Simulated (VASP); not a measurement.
A run of VASP 6.6.1:

INCAR

```
SYSTEM = Si2C
  ALGO = Normal
  EDIFF = 1E-6
  EDIFFG = -0.01
  ENCUT = 600
  GGA = PE
  IBRION = 2
  ISIF = 3
  ISMEAR = 0
  LASPH = .True.
  LCHARG = .False.
  LREAL = .False.
  LWAVE = .False.
  NELM = 80
  NSW = 100
  PREC = Accurate
  SIGMA = 0.1
```

Contents of KPOINTS:

```
k-points
0
Gamma
  12 12 4
  0 0 0
```

Contents of POSCAR:

```
Si2C
1.0
    3.0130888203      0.0000000000      0.0000000000
   -1.5065444102      2.6094114623      0.0000000000
    0.0000000000      0.0000000000      9.8864840315
Si C
4 2
Direct
    0.3333333333      0.6666666667      0.7410148919
    0.3333333333      0.6666666667      0.2589851081
    0.3333333333      0.6666666667      0.5000000000
    0.6666666667      0.3333333333      0.0000000000
    0.6666666667      0.3333333333      0.1963691530
    0.6666666667      0.3333333333      0.8036308470
```

Potentials or basis: VASP PAW PBE potentials, release 64 (Si, C).

Run with:

```bash
$ cat potpaw_PBE.64/Si/POTCAR potpaw_PBE.64/C/POTCAR > POTCAR
$ mpirun -np 1 vasp_std > vasp.out
```

Hardware: 1 thread of Intel(R) Xeon(R) Platinum 8259CL CPU @ 2.50GHz (Skylake/Cascade Lake), on a shared host.

**Question.** How long does it take, and how much memory?

**Answer.** Run time: 110 s on 1 thread of Intel(R) Xeon(R) Platinum 8259CL CPU @ 2.50GHz (Skylake/Cascade Lake), with other jobs on the host, peak memory 0.24 GiB. Counts: scf iterations 21, k points 57, ion steps 3.
